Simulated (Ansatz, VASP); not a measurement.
## SnO in VASP and in Ansatz

```
Sn O
1.0
     3.83895    0.00000    0.00000
     0.00000    3.83895    0.00000
     0.00000    0.00000    4.91928
Sn O
2 2
Direct
  0.50000 0.00000 0.76463
  0.00000 0.50000 0.23537
  0.00000 0.00000 0.00000
  0.50000 0.50000 0.00000
```

Alike in both runs: task single point; functional LDA; k mesh 7 × 7 × 6; occupations fermi-dirac, width 0.05 eV; no spin polarisation.

|  | VASP | Ansatz |
| --- | --- | --- |
| version | VASP 6.6.1 | Ansatz 0.2.0 |
| potentials or method | VASP PAW LDA potentials, release 64 (Sn_d, O) | Ansatz PAW |
| plane-wave cutoff (eV) | 520 | 420 |
| valence electrons in the cell | 40 | 40 |

|  | VASP | Ansatz | Ansatz less VASP |
| --- | --- | --- | --- |
| gap on the k mesh at the Fermi level (eV) | 0.50 | 0.52 | +0.014 |
| least direct gap on the mesh (eV) | 1.97 | 2.01 | +0.046 |
| pressure (GPa) | -4.7 | -5.0 | -0.28 |
| traceless stress, the component that is largest in VASP (GPa) | 0.62 | 0.61 | -0.019 |
| rms of the force components (eV/Å) | 0.160 | 0.201 | +0.0410 |

LDA's correlation is that of Perdew and Zunger in VASP and of Perdew and Wang (1992) in Ansatz. Atom by atom the forces differ by 0.041 eV/Å (rms over components).

Noted on Ansatz's run: odd divisions of the mesh miss points on the zone boundary, where band edges often lie, so the gap on the mesh can be too wide.
